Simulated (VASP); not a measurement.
Write the native input for VASP 6.6.1 that does the following.

* Task: relaxation of cell and atoms
* Functional: PBE
* Potentials or basis: VASP PAW PBE potentials, release 64 (Mo_sv)
* Cutoff: 600 eV
* k mesh: 19 × 19 × 19
* Occupations: fermi-dirac, width 0.1 eV
* Spin: no spin polarisation
* Dipole correction: no
* Further INCAR settings: ALGO = Normal; EDIFF = 1e-06; IBRION = 2; EDIFFG = -0.005; NSW = 60; ISIF = 3

The structure of Mo lies in POSCAR:

```
Mo
1.0
   -1.5813925127      1.5813925127      1.5813925127
    1.5813925127     -1.5813925127      1.5813925127
    1.5813925127      1.5813925127     -1.5813925127
Mo
1
Direct
    0.0000000000      0.0000000000      0.0000000000
```

These files were run (other wordings do the same):

INCAR

```
SYSTEM = Mo
ALGO     = Normal         ! electronic algorithm
EDIFF    = 1E-6           ! SCF threshold, eV
EDIFFG   = -0.005         ! ionic threshold
ENCUT    = 600            ! plane-wave cutoff, eV
GGA      = PE             ! functional
IBRION   = 2              ! ionic algorithm
ISIF     = 3              ! what is computed and relaxed
ISMEAR   = -1             ! smearing method
LASPH    = .True.         ! aspherical terms in the spheres
LCHARG   = .False.        ! write CHGCAR
LREAL    = .False.        ! projectors in reciprocal space
LWAVE    = .False.        ! write WAVECAR
NELM     = 80             ! most SCF steps
NSW      = 60             ! ionic steps
PREC     = Accurate       ! precision mode
SIGMA    = 0.1            ! smearing width, eV
```

KPOINTS

```
k-points
0
Gamma
  19 19 19
  0 0 0
```

Potentials or basis: VASP PAW PBE potentials, release 64 (Mo_sv).

Command:

```console
$ cat potpaw_PBE.64/Mo_sv/POTCAR > POTCAR
$ mpirun -np 1 vasp_std > vasp.out
```

Results of the run:

- Relaxed volume: 15.81 Å³/atom
- Relaxed cell: a = 2.739 Å, b = 2.739 Å, c = 2.739 Å, α = 109.47°, β = 109.47°, γ = 109.47°
- Space group after relaxing (to 0.05 Å): Im-3m (No. 229)
- Energy gained by relaxing: 0.0 meV/atom
- Ionic steps: 3
- Pressure after relaxing: 0.0 GPa
- Band gap on the k mesh: zero (band 7 reaches 16.14 eV, above the bottom of band 8 at 11.07 eV)

Wall time 64 s on 1 thread of AMD EPYC 7R43 64-Core Processor (Zen 3), on a shared host, peak memory 0.15 GiB.
